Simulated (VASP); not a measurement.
**AlN (e600): single point with PBEsol**

The system is AlN (e600).

```
Al N
1.0
     0.00000    2.02226    2.02226
     2.02226    0.00000    2.02226
     2.02226    2.02226    0.00000
Al N
1 1
Direct
  0.50000 0.50000 0.50000
  0.00000 0.00000 0.00000
```

```
Program             : VASP 6.6.1
Task                : single point
Functional          : PBEsol
Potentials or basis : VASP PAW PBE potentials, release 64 (Al, N)
Cutoff              : 600 eV
k mesh              : 10 × 10 × 10
Occupations         : gaussian, width 0.02 eV
Spin                : no spin polarisation
```

The pressure is -0.1 GPa and the band gap on the k mesh is 4.55 eV, indirect (least direct gap 5.66 eV).

Levels at points of the mesh, in eV from the valence-band top:
```
           k point  band 1  band 2  band 3  band 4  band 5  band 6  band 7  band 8
(0.00, 0.00, 0.00)  -17.54    0.00    0.00    0.00    5.66   12.02   12.02   12.02
(0.50, 0.00, 0.00)  -14.25   -8.36   -1.09   -1.09    6.04   10.90   10.90   13.24
(0.50, 0.50, 0.00)  -13.25   -7.44   -2.82   -2.82    4.55    5.14   13.96   17.15
```

Wall time 13 s on 1 thread of Intel Xeon 8259CL (shared host), peak memory 0.14 GiB.

Caveat: the PAW data sets were made with another functional, which shifts forces and pressure a little. A k mesh can miss the band edges.
